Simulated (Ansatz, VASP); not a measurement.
**Two plane-wave programs on Sb**

Contents of INCAR:

```
SYSTEM = Sb
PREC     = Accurate       ! precision mode
ENCUT    = 520            ! plane-wave cutoff, eV
EDIFF    = 1E-8           ! SCF threshold, eV
ISMEAR   = -1             ! smearing method
SIGMA    = 0.05           ! smearing width, eV
LREAL    = .False.        ! projectors in reciprocal space
LASPH    = .True.         ! aspherical terms in the spheres
NELM     = 60             ! most SCF steps
ALGO     = Normal         ! electronic algorithm
ISIF     = 2              ! what is computed and relaxed
LWAVE    = .False.        ! write WAVECAR
LCHARG   = .False.        ! write CHGCAR
GGA      = PE             ! functional
LEFG     = .True.       
NBANDS   = 8              ! bands
```

Contents of KPOINTS:

```
Automatic mesh
0
Gamma
  19 19 19
  0 0 0
```

The input POSCAR:

```
Sb
1.0
   -1.4794865966      1.4794865966      2.4379579798
    1.4794865966     -1.4794865966      2.4379579798
    1.4794865966      1.4794865966     -2.4379579798
Sb
1
Direct
    0.0000000000      0.0000000000      0.0000000000
```

Input for Ansatz:

```yaml
crystal:
  lattice:
    - [-1.4794865966, 1.4794865966, 2.4379579798]
    - [1.4794865966, -1.4794865966, 2.4379579798]
    - [1.4794865966, 1.4794865966, -2.4379579798]
  atoms:
    - { symbol: Sb, position: [0.0, 0.0, 0.0] }
kpoints:
  mp_grid: { grid: [19, 19, 19] }
scf:
  occupations: { method: fermi_dirac, width: 0.05 }
hamiltonian:
  xc: pbe
  pseudopotentials: { kind: paw }
output:
  forces: true
  stress: true
  eigenvalues: true
  efg: { contact_densities: true }
  write_density: true
  write_potential: true
  elf: true
  volumetric_format: npy
```

Change from the starting cell: volume scaled by 0.95, PAW files.

Alike in both runs: task electric field gradients; functional PBE; k mesh 19 × 19 × 19; occupations fermi-dirac, width 0.05 eV; no spin polarisation.

|  | VASP | Ansatz |
| --- | --- | --- |
| version | VASP 6.6.1 | Ansatz 0.2.0 |
| potentials or method | VASP PAW PBE potentials, release 64 (Sb) | PAW with Ansatz's default frozen-core files, scalar-relativistic |
| plane-wave cutoff (eV) | 520 | 420 |
| valence electrons in the cell | 5 | 15 |

Ansatz gave:

- pressure (GPa): 27.0
- traceless stress, the component that is largest in VASP (GPa): -2.18
- size of Vzz on the site where it differs most (V/Å²): 36.3

Task: Which values does VASP return?

Result: Pressure (GPa): 27.1; traceless stress, the component that is largest in VASP (GPa): -2.30; size of Vzz on the site where it differs most (V/Å²): 37.5.

VASP's potentials hold 5 valence electrons a cell and Ansatz's 15, so a difference there can come from the potentials and not from the codes.

Neither program's run includes spin-orbit coupling.
